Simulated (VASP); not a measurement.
Wanted: the native input for a VASP 6.6.1 run.

- Task: relaxation of cell and atoms
- Functional: PBE
- Potentials or basis: VASP PAW PBE potentials, release 64 (Hf_pv)
- Cutoff: 600 eV
- k mesh: 18 × 18 × 17
- Occupations: fermi-dirac, width 0.1 eV
- Spin: no spin polarisation
- Target pressure: 250 GPa
- Dipole correction: no
- Further INCAR settings: ALGO = Normal; EDIFF = 1e-07; IBRION = 2; EDIFFG = -0.005; NSW = 60; ISIF = 3

The structure of Hf lies in POSCAR:

```
Hf
1.0
    2.3941246848      0.0000000000      0.0000000000
   -1.1970623424      2.0733727968      0.0000000000
    0.0000000000      0.0000000000      2.2504772037
Hf
1
Direct
    0.0000000000      0.0000000000      0.0000000000
```

This isn't the form of Hf at room conditions, which is hcp.

One way to write it, as run:

INCAR

```
SYSTEM = Hf
PREC = Accurate ; ENCUT = 600
EDIFF = 1E-7 ; ISMEAR = -1
SIGMA = 0.1 ; LREAL = .FALSE.
LASPH = .TRUE. ; NELM = 80
ALGO = Normal ; ISIF = 3
LWAVE = .FALSE. ; LCHARG = .FALSE.
GGA = PE ; IBRION = 2
NSW = 60 ; EDIFFG = -0.005
PSTRESS = 2500.0
```

KPOINTS

```
Automatic mesh
0
G
  18 18 17
  0 0 0
```

Potentials or basis: VASP PAW PBE potentials, release 64 (Hf_pv).

The run is started by

```bash
$ cat potpaw_PBE.64/Hf_pv/POTCAR > POTCAR
$ mpirun -np 1 vasp_std > vasp.out
```

Results of the run:

```json
{"Relaxed volume": "11.31 Å³/atom", "Relaxed cell": "a = 2.384 Å, b = 2.384 Å, c = 2.297 Å, α = 90.00°, β = 90.00°, γ = 120.00°", "Space group after relaxing (to 0.1 Å)": "P6/mmm (No. 191)", "Energy change on relaxing (the run minimises the enthalpy)": "-235.7 meV/atom", "Ionic steps": "10", "Pressure after relaxing": "250.0 GPa", "Band gap on the k mesh": "zero (bands 5 and 6 overlap by 4.04 eV)"}
```

Caveat: the cell is relaxed towards a set pressure, so the run minimises the enthalpy, not the energy; spin-orbit coupling is left out, which moves the levels of the heavy elements.

Run time: 2.9 min on 1 thread of Intel(R) Xeon(R) Platinum 8259CL CPU @ 2.50GHz (Skylake/Cascade Lake), on a shared host, peak memory 0.18 GiB.
